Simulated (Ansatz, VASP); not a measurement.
## BaTiO3: VASP beside Ansatz

INCAR

```
SYSTEM = BaTiO3
ALGO     = Normal         ! electronic algorithm
EDIFF    = 1E-7           ! SCF threshold, eV
ENCUT    = 520            ! plane-wave cutoff, eV
GGA      = CA             ! functional
ISIF     = 2              ! what is computed and relaxed
ISMEAR   = -1             ! smearing method
LASPH    = .True.         ! aspherical terms in the spheres
LCHARG   = .False.        ! write CHGCAR
LREAL    = .False.        ! projectors in reciprocal space
LWAVE    = .False.        ! write WAVECAR
NBANDS   = 28             ! bands
NELM     = 60             ! most SCF steps
PREC     = Accurate       ! precision mode
SIGMA    = 0.05           ! smearing width, eV
```

Contents of KPOINTS:

```
k-points
0
Gamma
  8 8 8
  0 0 0
```

File POSCAR:

```
BaTiO3
1.0
    4.0073000000     -0.0400730000     -0.0400730000
   -0.0400730000      4.0073000000     -0.0400730000
   -0.0400730000     -0.0400730000      4.0073000000
Ba Ti O
1 1 3
Direct
    0.5000000000      0.5000000000      0.5000000000
    0.0000000000      0.0000000000      0.0000000000
    0.5000000000      0.0000000000      0.0000000000
    0.0000000000      0.5000000000      0.0000000000
    0.0000000000      0.0000000000      0.5000000000
```

Input for Ansatz:

```yaml
crystal:
  lattice:
    - [4.0073, -0.040073, -0.040073]
    - [-0.040073, 4.0073, -0.040073]
    - [-0.040073, -0.040073, 4.0073]
  atoms:
    - { symbol: Ba, position: [0.5, 0.5, 0.5] }
    - { symbol: Ti, position: [0.0, 0.0, 0.0] }
    - { symbol: O, position: [0.5, 0.0, 0.0] }
    - { symbol: O, position: [0.0, 0.5, 0.0] }
    - { symbol: O, position: [0.0, 0.0, 0.5] }
kpoints:
  mp_grid: { grid: [8, 8, 8] }
  band_path:
    path:
      - [0.0, 0.0, 0.0]
      - [0.5, 0.0, 0.0]
      - [0.5, -0.5, 0.5]
      - [0.4804921086, -0.5195078914, 0.4804921086]
      - [0.4804921086, 0.4804921086, 0.4804921086]
      - [0.0, 0.0, 0.0]
      - [0.5, -0.5, 0.0]
    npoints: 5
scf:
  occupations: { method: fermi_dirac, width: 0.05 }
hamiltonian:
  xc: lda
  pseudopotentials: { kind: all_electron, lapw: { basis_error: 0.001 } }
output:
  forces: true
  stress: true
  eigenvalues: true
```

Change from the starting cell: equal xy, yz and zx shear strains of -2 %.

Alike in both runs: task single point; functional LDA; k mesh 8 × 8 × 8; occupations fermi-dirac, width 0.05 eV; no spin polarisation.

|  | VASP | Ansatz |
| --- | --- | --- |
| version | VASP 6.6.1 | Ansatz 0.2.0 |
| potentials or method | VASP PAW LDA potentials, release 64 (Ba_sv, Ti_sv, O), cutoff 520 eV | all-electron LAPW, scalar-relativistic |

```tsv
	VASP	Ansatz	Ansatz less VASP
pressure (GPa)	-7.3	-9.3	-1.98
traceless stress, the component that is largest in VASP (GPa)	2.48	2.41	-0.072
```

LDA's correlation is that of Perdew and Zunger in VASP and of Perdew and Wang (1992) in Ansatz. Ansatz ran all-electron here, and VASP with PAW potentials.

Spin-orbit coupling is off throughout.
